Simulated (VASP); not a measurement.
# B2O (Fm-3m) in VASP: vibrations by perturbation theory with LDA

Aim: the vibrations by perturbation theory of B2O with LDA.

All numbers are computed with VASP 6.6.1; they aren't measurements. Logs are shortened: lines on timing, memory, paths and dates and some standing lists are left out, and cuts for length are marked.

## (1) The cell of the first run

Symmetry: Fm-3m, No. 225, cubic system. Conventional cell: a = 4.747 Å, b = 4.747 Å, c = 4.747 Å, α = 90.00°, β = 90.00°, γ = 90.00°. B (site symmetry -43m) has 4 O at 2.06 Å and 6 B at 2.37 Å within 2.7 Å. O (site symmetry m-3m) has 8 B at 2.06 Å within 2.7 Å.

## (2) Vibrations by perturbation theory, LDA

INCAR reads:

```
SYSTEM = B2O
PREC = Accurate
ENCUT = 520
EDIFF = 1E-8
ISMEAR = -1
SIGMA = 0.15
LREAL = .False.
LASPH = .True.
NELM = 100
ALGO = Normal
ISIF = 2
LWAVE = .False.
LCHARG = .False.
GGA = CA
IBRION = 8
NSW = 1
```

KPOINTS reads:

```
regular mesh
0
Gamma
  16 16 16
  0 0 0
```

POSCAR reads:

```
B2O
1.0
    0.0000000000      2.3736449205      2.3736449205
    2.3736449205      0.0000000000      2.3736449205
    2.3736449205      2.3736449205      0.0000000000
B O
2 1
Direct
    0.2500000000      0.2500000000      0.2500000000
    0.7500000000      0.7500000000      0.7500000000
    0.0000000000      0.0000000000      0.0000000000
```

Potentials or basis: VASP PAW LDA potentials, release 64 (B, O).

On the command line:

```sh
cat potpaw_LDA.64/B/POTCAR potpaw_LDA.64/O/POTCAR > POTCAR
mpirun -np 1 vasp_std > vasp.out
```

OUTCAR:

```text
SYSTEM = B2O
   PREC = Accurate
   ENCUT = 520
   EDIFF = 1E-8
   ISMEAR = -1
   LREAL = .False.
   LASPH = .True.
   NELM = 100
   ISIF = 2
   GGA = CA
   IBRION = 8
   NSW = 1

 ion  position               nearest neighbor table
   1  0.250  0.250  0.250-   3 2.06   3 2.06   3 2.06   3 2.06
   2  0.750  0.750  0.750-   3 2.06   3 2.06   3 2.06   3 2.06
   3  0.000  0.000  0.000-   2 2.06   2 2.06   2 2.06   1 2.06   2 2.06   1 2.06   1 2.06   1 2.06

  LATTYP: Found a face centered cubic cell.
 ALAT       =     4.7472898410

  Lattice vectors:

 A1 = (   0.0000000000,   2.3736449205,   2.3736449205)
 A2 = (   2.3736449205,   0.0000000000,   2.3736449205)
 A3 = (   2.3736449205,   2.3736449205,   0.0000000000)

Analysis of symmetry for initial positions (statically):
=====================================================================
 Subroutine PRICEL returns:
 Original cell was already a primitive cell.

 Routine SETGRP: Setting up the symmetry group for a
 face centered cubic supercell.

 Subroutine GETGRP returns: Found 48 space group operations
 (whereof 48 operations were pure point group operations)
 out of a pool of 48 trial point group operations.

The static configuration has the point symmetry O_h .

Analysis of symmetry for dynamics (positions and initial velocities):
=====================================================================
 Subroutine PRICEL returns:
 Original cell was already a primitive cell.

 Routine SETGRP: Setting up the symmetry group for a
 face centered cubic supercell.

 Subroutine GETGRP returns: Found 48 space group operations
 (whereof 48 operations were pure point group operations)
 out of a pool of 48 trial point group operations.

The dynamic configuration has the point symmetry O_h .

 Subroutine INISYM returns: Found 48 space group operations
 (whereof 48 operations are pure point group operations),
 and found     1 'primitive' translations

----------------------------------------------------------------------------------------

                                     Primitive cell

  volume of cell :      26.7471

  direct lattice vectors                    reciprocal lattice vectors
     0.000000000  2.373644920  2.373644920    -0.210646502  0.210646502  0.210646502
     2.373644920  0.000000000  2.373644920     0.210646502 -0.210646502  0.210646502
     2.373644920  2.373644920  0.000000000     0.210646502  0.210646502 -0.210646502

  length of vectors
     3.356840839  3.356840839  3.356840839     0.364850444  0.364850444  0.364850444

  position of ions in fractional coordinates (direct lattice)
     0.250000000  0.250000000  0.250000000
     0.750000000  0.750000000  0.750000000
     0.000000000  0.000000000  0.000000000

  ion indices of the primitive-cell ions
   primitive index   ion index
                 1           1
                 2           2
                 3           3

----------------------------------------------------------------------------------------

 KPOINTS: regular mesh

Automatic generation of k-mesh.
 Grid dimensions read from file:
 generate k-points for:   16   16   16

 Generating k-lattice:

  Cartesian coordinates                     Fractional coordinates (reciprocal lattice)
    -0.013165406  0.013165406  0.013165406     0.062500000  0.000000000  0.000000000
     0.013165406 -0.013165406  0.013165406     0.000000000  0.062500000  0.000000000
     0.013165406  0.013165406 -0.013165406     0.000000000  0.000000000  0.062500000

[... 87 lines left out ...]
 non-spin polarized calculation
  energy-cutoff  :      520.00
  volume of cell :       26.75
 maximum number of plane-waves:       736
 NGX is ok and might be reduce to    28
   NGX = 13   NGY = 13   NGZ = 13

--------------------------------------- Ionic step        1  -------------------------------------------

 number of electron      11.9999999 magnetization

 Free energy of the ion-electron system (eV)
  ---------------------------------------------------
  ext. energy  EPLUGINS =         0.00000000
  ---------------------------------------------------
  free energy    TOTEN  =       -13.69794630 eV

  energy without entropy =      -13.53017345  energy(sigma->0) =      -13.61405988

 E-fermi :   5.7613     XC(G=0): -11.4180

 val. band max:        5.7580095389   @ k =   0.5000   0.1875   0.0000
 cond. band min:       5.7738728785   @ k =   0.1875   0.1250   0.0625
 fundamental gap:      0.0158633396
 Fermi energy:         5.7613353706

 k-point     1 :       0.0000    0.0000    0.0000
  band No.  band energies     occupation
      1     -15.8826      2.00000
      2      -1.4725      2.00000
      3      -0.1568      2.00000
      4      -0.1568      2.00000
      5      -0.1568      2.00000
      6       5.2697      1.92732
      7       5.2697      1.92732
      8       5.2697      1.92732
      9       8.7214      0.00000
     10      12.0086      0.00000
[... 287 lines left out ...]
 k-point    24 :      -0.0625    0.0625    0.0000
  band No.  band energies     occupation
      1     -15.8099      2.00000
      2      -2.1978      2.00000
      3      -0.4010      2.00000
      4      -0.1980      2.00000
      5       0.4344      2.00000
      6       5.0503      1.98268
      7       5.4462      1.78200
      8       5.5093      1.68583
      9       9.2186      0.00000
     10      11.3805      0.00000

 [... further k-points ...]
[... 5 lines left out ...]
  --------------------------------------------------------------------------------------
  -------------------------------------------------------------------------------------
  Total        0.0002470      0.0002470      0.0002470     -0.0000000      0.0000000     -0.0000000
  in kB        0.0147947      0.0147947      0.0147947     -0.0000000      0.0000000     -0.0000000
  external PRESSURE =       0.0147947 kB  Pullay stress =       0.0000000 kB

 VOLUME and BASIS-vectors are now :
 -----------------------------------------------------------------------------
  energy-cutoff  :      520.00
  volume of cell :       26.75
      direct lattice vectors                 reciprocal lattice vectors
     0.000000000  2.373644920  2.373644920    -0.210646502  0.210646502  0.210646502
     2.373644920  0.000000000  2.373644920     0.210646502 -0.210646502  0.210646502
     2.373644920  2.373644920  0.000000000     0.210646502  0.210646502 -0.210646502

 POSITION                                       TOTAL-FORCE (eV/Angst)
 -----------------------------------------------------------------------------------
      1.18682      1.18682      1.18682        -0.000000     -0.000000      0.000000
      3.56047      3.56047      3.56047         0.000000      0.000000     -0.000000
      0.00000      0.00000      0.00000        -0.000000     -0.000000      0.000000
 -----------------------------------------------------------------------------------
    total drift:                               -0.000000     -0.000000      0.000000

  FREE ENERGIE OF THE ION-ELECTRON SYSTEM (eV)
  ---------------------------------------------------
  free  energy   TOTEN  =       -13.6979463041 eV

  energy  without entropy=      -13.5301734484  energy(sigma->0) =      -13.61405988

[... ionic steps 2 to 9 ...]

--------------------------------------- Ionic step       10  -------------------------------------------

 Free energy of the ion-electron system (eV)
  ---------------------------------------------------
  ---------------------------------------------------
  free energy    TOTEN  =        -0.35179691 eV

  energy without entropy =       -0.35179693

------------------------ aborting loop because EDIFF is reached ----------------------------------------

 INTERNAL STRAIN TENSOR  FOR ION    3  DIRECTION 1   (eV/Angst):
 -----------------------------------------------------------------------------
     0.06477  0.00000 -0.00000
    -0.00000 -0.00628  0.00000
     0.00000  0.00000 -0.00628

 INTERNAL STRAIN TENSOR FOR ION    3 for displacements in x,y,z  (eV/Angst):
          X           Y           Z          XY          YZ          ZX
  --------------------------------------------------------------------------------
  x     0.00000     0.00000     0.00000     0.00000     0.00000     0.00000
  y     0.00000     0.00000     0.00000     0.00000     0.00000     0.00000
  z     0.00000     0.00000     0.00000     0.00000     0.00000     0.00000

 SECOND DERIVATIVES (NOT SYMMETRIZED)
 ------------------------------------
               1X          1Y          1Z          2X          2Y          2Z          3X          3Y          3Z
  1X     9.012410    0.000000    0.000000   -1.827732    0.000000    0.000000   -7.184678    0.000000    0.000000
  1Y     0.000000    9.012410    0.000000    0.000000   -1.827732    0.000000    0.000000   -7.184678    0.000000
  1Z     0.000000    0.000000    9.012410    0.000000    0.000000   -1.827732    0.000000    0.000000   -7.184678
  2X    -1.827732    0.000000    0.000000    9.012410    0.000000    0.000000   -7.184678    0.000000    0.000000
  2Y     0.000000   -1.827732    0.000000    0.000000    9.012410    0.000000    0.000000   -7.184678    0.000000
  2Z     0.000000    0.000000   -1.827732    0.000000    0.000000    9.012410    0.000000    0.000000   -7.184678
  3X    -7.196333    0.000000    0.000000   -7.196333    0.000000    0.000000   14.392666    0.000000    0.000000
  3Y     0.000000   -7.196333    0.000000    0.000000   -7.196333    0.000000    0.000000   14.392666    0.000000
  3Z     0.000000    0.000000   -7.196333    0.000000    0.000000   -7.196333    0.000000    0.000000   14.392666

 Eigenvectors and eigenvalues of the dynamical matrix
 ----------------------------------------------------

   1 f  =    0.007833 THz     0.049214 2PiTHz    0.261269 cm-1     0.032393 meV
             X         Y         Z           dx          dy          dz
      1.186822  1.186822  1.186822     0.533355   -0.046103   -0.031034
      3.560467  3.560467  3.560467     0.533355   -0.046103   -0.031034
      0.000000  0.000000  0.000000     0.648323   -0.056041   -0.037724
[... 43 lines left out ...]
   9 f/i=   19.551712 THz   122.847027 2PiTHz  652.174896 cm-1    80.859345 meV
             X         Y         Z           dx          dy          dz
      1.186822  1.186822  1.186822    -0.244187    0.387146    0.054166
      3.560467  3.560467  3.560467    -0.244187    0.387146    0.054166
      0.000000  0.000000  0.000000     0.401770   -0.636986   -0.089121

--------------------------------------------------------------------------------------------------------

 ELASTIC MODULI CONTR FROM IONIC RELAXATION (kBar)
 Direction    XX          YY          ZZ          XY          YZ          ZX
 --------------------------------------------------------------------------------
 XX           0.0000      0.0000      0.0000      0.0000      0.0000      0.0000
 YY           0.0000      0.0000      0.0000      0.0000      0.0000      0.0000
 ZZ           0.0000      0.0000      0.0000      0.0000      0.0000      0.0000
 XY           0.0000      0.0000      0.0000      0.0000      0.0000      0.0000
 YZ           0.0000      0.0000      0.0000      0.0000      0.0000      0.0000
 ZX           0.0000      0.0000      0.0000      0.0000      0.0000      0.0000
 --------------------------------------------------------------------------------
```

It took 9.2 min on 1 thread of Intel Xeon 8259CL, shared host; peak memory 0.44 GiB.

What came out:

* Highest phonon frequency at Γ, LO-TO splitting left out: 0 cm⁻¹
* Most unstable mode: 652i cm⁻¹

Phonon frequencies in cm⁻¹ (negative: imaginary):
| q point | frequencies |
| --- | --- |
| (0.000, 0.000, 0.000) | -652 -652 -652 -522 -522 -522 0 0 0 |

Caveat: some modes are imaginary.
